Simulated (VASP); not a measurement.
# TaN (WC type) (P-6m2) in VASP: a series of runs

TaN (WC type) is run at these levels: PBE; tasks: single point.

Everything below comes from runs of VASP 6.6.1. Logs are shortened: lines on timing, memory, paths and dates and some standing lists are left out, and cuts for length are marked.

## 1. The cell of the first run

The structure is hexagonal, space group P-6m2 (No. 187). Conventional cell: a = 2.951 Å, b = 2.951 Å, c = 2.898 Å, α = 90.00°, β = 90.00°, γ = 120.00°. Within 3.0 Å of Ta (site symmetry -6m2) lie 6 N at 2.24 Å and 8 Ta at 2.90 to 2.95 Å. N (site symmetry -6m2) has 6 Ta at 2.24 Å and 8 N at 2.90 to 2.95 Å within 3.0 Å.

## 2. Single point, PBE

Contents of INCAR:

```
PREC = Accurate
ENCUT = 520
EDIFF = 1E-6
ISMEAR = -1
SIGMA = 0.08
LREAL = False
LASPH = True
NELM = 80
ALGO = Normal
ISIF = 2
LWAVE = False
LCHARG = False
GGA = PE
NBANDS = 15
```

Contents of KPOINTS:

```
Automatic mesh
0
Gamma
  15 15 14
```

Contents of POSCAR:

```
TaN
1.0
    2.9505141135      0.0000000000      0.0000000000
   -1.4752570568      2.5552201765      0.0000000000
    0.0000000000      0.0000000000      2.8979419819
Ta N
1 1
Direct
    0.0000000000      0.0000000000      0.0000000000
    0.3333333333      0.6666666667      0.5000000000
```

Potentials or basis: VASP PAW PBE potentials, release 64 (Ta_pv, N).

Run with:

```bash
cat potpaw_PBE.64/Ta_pv/POTCAR potpaw_PBE.64/N/POTCAR > POTCAR
mpirun -np 1 vasp_std > vasp.out
```

OUTCAR:

```text
PREC = Accurate
   ENCUT = 520
   EDIFF = 1E-6
   ISMEAR = -1
   LREAL = False
   LASPH = True
   NELM = 80
   ISIF = 2
   GGA = PE

 ion  position               nearest neighbor table
   1  0.000  0.000  0.000-   2 2.24   2 2.24   2 2.24   2 2.24   2 2.24   2 2.24
   2  0.333  0.667  0.500-   1 2.24   1 2.24   1 2.24   1 2.24   1 2.24   1 2.24

  LATTYP: Found a hexagonal cell.
 ALAT       =     2.9505141135
 C/A-ratio  =     0.9821820437

  Lattice vectors:

 A1 = (   2.9505141135,   0.0000000000,   0.0000000000)
 A2 = (  -1.4752570568,   2.5552201765,   0.0000000000)
 A3 = (   0.0000000000,   0.0000000000,   2.8979419819)

Analysis of symmetry for initial positions (statically):
=====================================================================
 Subroutine PRICEL returns:
 Original cell was already a primitive cell.

 Routine SETGRP: Setting up the symmetry group for a
 hexagonal supercell.

 Subroutine GETGRP returns: Found 12 space group operations
 (whereof 12 operations were pure point group operations)
 out of a pool of 24 trial point group operations.

The static configuration has the point symmetry D_3h.

Analysis of symmetry for dynamics (positions and initial velocities):
=====================================================================
 Subroutine PRICEL returns:
 Original cell was already a primitive cell.

 Routine SETGRP: Setting up the symmetry group for a
 hexagonal supercell.

 Subroutine GETGRP returns: Found 12 space group operations
 (whereof 12 operations were pure point group operations)
 out of a pool of 24 trial point group operations.

The dynamic configuration has the point symmetry D_3h.

 Subroutine INISYM returns: Found 12 space group operations
 (whereof 12 operations are pure point group operations),
 and found     1 'primitive' translations

----------------------------------------------------------------------------------------

                                     Primitive cell

  volume of cell :      21.8482

  direct lattice vectors                    reciprocal lattice vectors
     2.950514114  0.000000000  0.000000000     0.338923985  0.195677854  0.000000000
    -1.475257057  2.555220177  0.000000000     0.000000000  0.391355708  0.000000000
     0.000000000  0.000000000  2.897941982     0.000000000  0.000000000  0.345072471

  length of vectors
     2.950514114  2.950514114  2.897941982     0.391355708  0.391355708  0.345072471

  position of ions in fractional coordinates (direct lattice)
     0.000000000  0.000000000  0.000000000
     0.333333333  0.666666667  0.500000000

  ion indices of the primitive-cell ions
   primitive index   ion index
                 1           1
                 2           2

----------------------------------------------------------------------------------------

 KPOINTS: Automatic mesh

Automatic generation of k-mesh.
 Grid dimensions read from file:
 generate k-points for:   15   15   14

 Generating k-lattice:

  Cartesian coordinates                     Fractional coordinates (reciprocal lattice)
     0.022594932  0.013045190  0.000000000     0.066666667  0.000000000  0.000000000
     0.000000000  0.026090381  0.000000000     0.000000000  0.066666667  0.000000000
     0.000000000  0.000000000  0.024648034     0.000000000  0.000000000  0.071428571

  Length of vectors
     0.026090381  0.026090381  0.024648034

  Shift w.r.t. Gamma in fractional coordinates (k-lattice)
     0.000000000  0.000000000  0.000000000

 Subroutine IBZKPT returns following result:
 ===========================================

 Found    216 irreducible k-points:

 Following reciprocal coordinates:
            Coordinates               Weight
  0.000000  0.000000  0.000000      1.000000
  0.066667 -0.000000  0.000000      6.000000
  0.133333 -0.000000  0.000000      6.000000
  0.200000  0.000000  0.000000      6.000000
  0.266667 -0.000000  0.000000      6.000000
  0.333333  0.000000  0.000000      6.000000
[... 16 lines left out ...]
  0.333333  0.200000  0.000000     12.000000
  0.400000  0.200000  0.000000      6.000000
 [... further k-points ...]
   k-points           NKPTS =    216   k-points in BZ     NKDIM =    216   number of bands    NBANDS=     15
   number of dos      NEDOS =    301   number of ions     NIONS =      2
   total plane-waves  NPLWV =  13824
   dimension x,y,z NGX =    24 NGY =   24 NGZ =   24
   dimension x,y,z NGXF=    48 NGYF=   48 NGZF=   48
   ions per type =               1   1
   NGX,Y,Z   is equivalent  to a cutoff of  13.52, 13.52, 13.77 a.u.
   NGXF,Y,Z  is equivalent  to a cutoff of  27.05, 27.05, 27.54 a.u.
 SYSTEM =  unknown system
   PREC   = accura    normal or accurate (medium, high low for compatibility)
   ISTART =      0    job   : 0-new  1-cont  2-samecut
   ICHARG =      2    charge: 1-file 2-atom 10-const
   ISPIN  =      1    spin polarized calculation?
   LNONCOLLINEAR =      F non collinear calculations
   LSORBIT =      F    spin-orbit coupling
   LASPH  =      T    aspherical Exc in radial PAW
   ENCUT  =  520.0 eV  38.22 Ry    6.18 a.u.   5.49  5.49  5.39*2*pi/ulx,y,z
   NELM   =     80;   NELMIN=  2; NELMDL= -5     # of ELM steps
   EDIFF  = 0.1E-05   stopping-criterion for ELM
   LREAL  =      F    real-space projection
   EDIFFG = 0.1E-04   stopping-criterion for IOM
   NSW    =      0    number of steps for IOM
   IBRION =     -1    ionic relax: 0-MD 1-quasi-New 2-CG
   NFREE  =      0    steps in history (QN), initial steepest desc. (CG)
   ISIF   =      2    stress and relaxation
   ISYM   =      2    0-nonsym 1-usesym 2-fastsym
   POTIM  = 0.5000    time-step for ionic-motion
   TEBEG  =    0.0;   TEEND  =   0.0 temperature during run
   PSTRESS=    0.0 pullay stress
   NELECT =      16.0000    total number of electrons
   NUPDOWN=      -1.0000    fix difference up-down
   EMIN   =  10.00;   EMAX   =-10.00  energy-range for DOS
   EFERMI =   0.00;   METHOD = LEGACY
   ISMEAR =    -1;   SIGMA  =   0.08  broadening in eV -4-tet -1-fermi 0-gaus
   EFERMI_NEDOS =   21; number of points for ismear=-14 and -15
   IALGO  =     38    algorithm
   IMIX   =      4    mixing-type and parameters
     AMIX     =   0.40;   BMIX     =  1.00
     AMIX_MAG =   1.60;   BMIX_MAG =  1.00
  volume/ion in A,a.u.               =      10.92        73.72
  Fermi-wavevector in a.u.,A,eV,Ry     =   1.475626  2.788529 29.626300  2.177472
  Thomas-Fermi vector in A             =   2.590252
   LORBIT       =      0    0 simple, 1 ext, 2 COOP (PROOUT), +10 PAW based schemes
   GGA     = PE    functional components
   LHFCALC =     F    Hartree Fock is set to
   AEXX    =    0.0000 exact exchange contribution
   IVDW    =     0    specifies the selected vdW correction
   LEPSILON=     F    determine dielectric tensor
   LRPA    =     F    only Hartree local field effects (RPA)
 non-spin polarized calculation
  energy-cutoff  :      520.00
  volume of cell :       21.85
 maximum number of plane-waves:       617
 NGX is ok and might be reduce to    24
   NGX = 11   NGY = 11   NGZ = 11

 number of electron      16.0000001 magnetization

 Free energy of the ion-electron system (eV)
  ---------------------------------------------------
  ext. energy  EPLUGINS =         0.00000000
  ---------------------------------------------------
  free energy    TOTEN  =       -22.44675794 eV

  energy without entropy =      -22.44531784  energy(sigma->0) =      -22.44603789

 E-fermi :   8.1102     XC(G=0): -13.2709

 val. band max:        8.0682609647   @ k =   0.0000   0.0000   0.4286
 cond. band min:       8.1820874808   @ k =   0.0667  -0.0000   0.5000
 fundamental gap:      0.1138265161
 Fermi energy:         8.1102015343

 k-point     1 :       0.0000    0.0000    0.0000
  band No.  band energies     occupation
      1     -26.7791      2.00000
      2     -26.5187      2.00000
      3     -26.5187      2.00000
      4      -9.5646      2.00000
      5       3.6146      2.00000
      6       3.6146      2.00000
      7       3.9630      2.00000
      8       5.1956      2.00000
      9      10.2274      0.00000
     10      11.6280      0.00000
     11      11.6280      0.00000
     12      12.0357      0.00000
     13      12.0357      0.00000
     14      21.1208      0.00000
     15      21.4649      0.00000

 k-point     2 :       0.0667   -0.0000    0.0000
  band No.  band energies     occupation
      1     -26.7733      2.00000
      2     -26.5648      2.00000
      3     -26.5286      2.00000
      4      -9.4745      2.00000
      5       3.3278      2.00000
      6       3.6830      2.00000
      7       4.0965      2.00000
      8       5.0648      2.00000
      9      10.5636      0.00000
     10      11.4374      0.00000
     11      11.6423      0.00000
     12      11.9890      0.00000
     13      12.1587      0.00000
     14      21.1129      0.00000
     15      21.4605      0.00000

 k-point     3 :       0.1333   -0.0000    0.0000
  band No.  band energies     occupation
      1     -26.7569      2.00000
      2     -26.6929      2.00000
      3     -26.5562      2.00000
      4      -9.2183      2.00000
      5       2.6766      2.00000
      6       3.8733      2.00000
      7       4.4123      2.00000
      8       4.7222      2.00000
      9      10.8789      0.00000
     10      11.4911      0.00000
     11      11.7028      0.00000
     12      11.8598      0.00000
     13      12.4618      0.00000
     14      21.0885      0.00000
     15      21.4510      0.00000

 k-point     4 :       0.2000    0.0000    0.0000
  band No.  band energies     occupation
      1     -26.8768      2.00000
      2     -26.7326      2.00000
      3     -26.5968      2.00000
      4      -8.8350      2.00000
      5       1.9108      2.00000
      6       4.1429      2.00000
      7       4.2744      2.00000
      8       4.8061      2.00000
      9      10.4041      0.00000
     10      11.6765      0.00000
     11      11.8526      0.00000
     12      12.5071      0.00000
     13      12.8031      0.00000
     14      21.1124      0.00000
     15      21.4468      0.00000
[... 307 lines left out ...]
 k-point    22 :       0.2667    0.2000    0.0000
  band No.  band energies     occupation
      1     -27.3160      2.00000
      2     -26.8769      2.00000
      3     -26.6512      2.00000
      4      -7.4483      2.00000
      5       0.4874      2.00000
      6       3.1952      2.00000
      7       3.5088      2.00000
      8       6.5626      2.00000
      9       9.4479      0.00000
     10      10.0002      0.00000
     11      12.7276      0.00000
     12      14.6210      0.00000
     13      16.4872      0.00000
     14      21.3425      0.00000
     15      21.5650      0.00000

 k-point    23 :       0.3333    0.2000    0.0000
  band No.  band energies     occupation
      1     -27.3707      2.00000
      2     -26.9382      2.00000
      3     -26.6376      2.00000
      4      -7.1949      2.00000
      5       0.3583      2.00000
      6       3.0589      2.00000
      7       3.2068      2.00000
      8       6.8413      2.00000
      9       9.7147      0.00000
     10       9.9810      0.00000
     11      12.0862      0.00000
     12      14.8814      0.00000
     13      17.9895      0.00000
     14      20.6819      0.00000
     15      21.4414      0.00000

 k-point    24 :       0.4000    0.2000    0.0000
  band No.  band energies     occupation
      1     -27.3891      2.00000
      2     -26.9606      2.00000
      3     -26.6328      2.00000
      4      -7.1032      2.00000
      5       0.3202      2.00000
      6       3.0127      2.00000
      7       3.0883      2.00000
      8       6.9083      2.00000
      9       9.6152      0.00000
     10      10.5904      0.00000
     11      11.4456      0.00000
     12      14.9678      0.00000
     13      18.9947      0.00000
     14      19.9962      0.00000
     15      21.4346      0.00000

 [... further k-points ...]
[... 5 lines left out ...]
  --------------------------------------------------------------------------------------
  -------------------------------------------------------------------------------------
  Total        0.0693860      0.0693860      0.0916305     -0.0000000      0.0000000      0.0000000
  in kB        5.0882280      5.0882280      6.7194721     -0.0000000      0.0000000      0.0000000
  external PRESSURE =       5.6319760 kB  Pullay stress =       0.0000000 kB

 VOLUME and BASIS-vectors are now :
 -----------------------------------------------------------------------------
  energy-cutoff  :      520.00
  volume of cell :       21.85
      direct lattice vectors                 reciprocal lattice vectors
     2.950514114  0.000000000  0.000000000     0.338923985  0.195677854  0.000000000
    -1.475257057  2.555220177  0.000000000     0.000000000  0.391355708  0.000000000
     0.000000000  0.000000000  2.897941982     0.000000000  0.000000000  0.345072471

 POSITION                                       TOTAL-FORCE (eV/Angst)
 -----------------------------------------------------------------------------------
      0.00000      0.00000      0.00000        -0.000000      0.000000      0.000000
     -0.00000      1.70348      1.44897         0.000000      0.000000      0.000000
 -----------------------------------------------------------------------------------
    total drift:                                0.000000     -0.000000     -0.000000

  FREE ENERGIE OF THE ION-ELECTRON SYSTEM (eV)
  ---------------------------------------------------
  free  energy   TOTEN  =       -22.4467579351 eV

  energy  without entropy=      -22.4453178392  energy(sigma->0) =      -22.44603789
```

It took 52 s on 1 thread of Intel Xeon 6975P-C, shared host; peak memory 0.2 GiB.

What came out:

* Free energy: -22.4468 eV
* Pressure: 0.6 GPa
* Band gap on the k mesh: zero (band 8 reaches 8.32 eV, above the bottom of band 9 at 8.03 eV)

Levels at points of the mesh, in eV from the Fermi level:
```
           k point  band 6  band 7  band 8  band 9  band 10  band 11
(0.00, 0.00, 0.00)   -4.50   -4.15   -2.91    2.12     3.52     3.52
(0.00, 0.00, 0.50)   -3.69   -3.69   -0.08   -0.08     2.35     3.30
```

Caveat: spin-orbit coupling is left out, which moves the levels of the heavy elements.

## 3. Single point, PBE

Contents of INCAR:

```
SYSTEM = TaN
PREC = Accurate ; ENCUT = 520
EDIFF = 1E-7 ; ISMEAR = -1
SIGMA = 0.08 ; LREAL = .False.
LASPH = .True. ; NELM = 80
ALGO = Normal ; ISIF = 2
LWAVE = .False. ; LCHARG = .False.
GGA = PE ; NBANDS = 15
```

Contents of KPOINTS:

```
Automatic mesh
0
Gamma
  15 15 14
  0 0 0
```

Contents of POSCAR:

```
TaN
1.0
    2.9510921496      0.0000000000      0.0000000000
   -1.4755460748      2.5557207704      0.0000000000
    0.0000000000      0.0000000000      2.8985176425
Ta N
1 1
Direct
    0.0000000000      0.0000000000      0.0000000000
    0.3333333333      0.6666666667      0.5000000000
```

Potentials or basis: VASP PAW PBE potentials, release 64 (Ta_pv, N).

Run with:

```bash
cat potpaw_PBE.64/Ta_pv/POTCAR potpaw_PBE.64/N/POTCAR > POTCAR
mpirun -np 1 vasp_std > vasp.out
```

Wall time 58 s (1 thread of Intel Xeon 6975P-C, shared host); peak memory 0.2 GiB.

The run converged. Its results:

```
Free energy            : -22.4468 eV
Pressure               : 0.4 GPa
Band gap on the k mesh : zero (band 8 reaches 8.32 eV, above the bottom of band 9 at 8.02 eV)
```

Stress tensor (GPa, compression positive):
```
0.32 0.00 0.00
0.00 0.32 0.00
0.00 0.00 0.45
```

Levels at points of the mesh, in eV from the Fermi level:
```tsv
k point	band 5	band 6	band 7	band 8	band 9	band 10	band 11	band 12
(0.00, 0.00, 0.00)	-4.49	-4.49	-4.14	-2.91	2.11	3.52	3.52	3.92
(0.00, 0.00, 0.50)	-9.26	-3.69	-3.69	-0.08	-0.08	2.35	3.30	3.30
```

Caveat: spin-orbit coupling is left out, which moves the levels of the heavy elements.
